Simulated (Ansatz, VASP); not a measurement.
## Two plane-wave programs on Ni

INCAR

```
PREC = Accurate
ENCUT = 600
EDIFF = 1E-6
ISMEAR = -1
SIGMA = 0.1
LREAL = F
LASPH = T
NELM = 100
ALGO = Normal
ISIF = 3
LWAVE = F
LCHARG = F
GGA = PE
IBRION = 2
NSW = 80
EDIFFG = -0.01
```

File KPOINTS:

```
Automatic mesh
0
Gamma
  16 16 16
```

The input POSCAR:

```
Ni
1.0
   -1.3984527048      1.3984527048      1.3984527048
    1.3984527048     -1.3984527048      1.3984527048
    1.3984527048      1.3984527048     -1.3984527048
Ni
1
Direct
    0.0000000000      0.0000000000      0.0000000000
```

Input for Ansatz:

```yaml
crystal:
  lattice:
    - [-1.3984527048, 1.3984527048, 1.3984527048]
    - [1.3984527048, -1.3984527048, 1.3984527048]
    - [1.3984527048, 1.3984527048, -1.3984527048]
  atoms:
    - { symbol: Ni, position: [0.0, 0.0, 0.0] }
hamiltonian:
  xc: pbe
  pseudopotentials:
    kind: paw
    azcp:
      Ni: "pseudopotentials/Ni.paw.azcp"
basis:
  ecutwfc: 420
  fft_grid_basis: typed
kpoints:
  mp_grid: { grid: [16, 16, 16], shift: [0, 0, 0] }
magnetization:
  spin_polarized: false
scf:
  occupations: { method: fermi_dirac, width: 0.1 }
relax:
  max_steps: 60
  f_tol: 0.01
  cell: {}
```

Alike in both runs: task relaxation of cell and atoms; functional PBE; k mesh 16 × 16 × 16; occupations fermi-dirac, width 0.1 eV; no spin polarisation.

|  | VASP | Ansatz |
| --- | --- | --- |
| version | VASP 6.6.1 | Ansatz 0.2.0 |
| potentials or method | VASP PAW PBE potentials, release 64 (Ni), cutoff 600 eV | plane waves (420 eV) with PAW, scalar-relativistic |
| valence electrons in the cell | 10 | 18 |

|  | VASP | Ansatz | Ansatz less VASP |
| --- | --- | --- | --- |
| relaxed volume (Å³/atom) | 10.92 | 10.93 | +0.008 |
| relaxed cell length with the largest relative difference (Å) | 2.421 | 2.421 | +0.0006 |

VASP's potentials hold 10 valence electrons a cell and Ansatz's 18, so a difference there can come from the potentials and not from the codes.
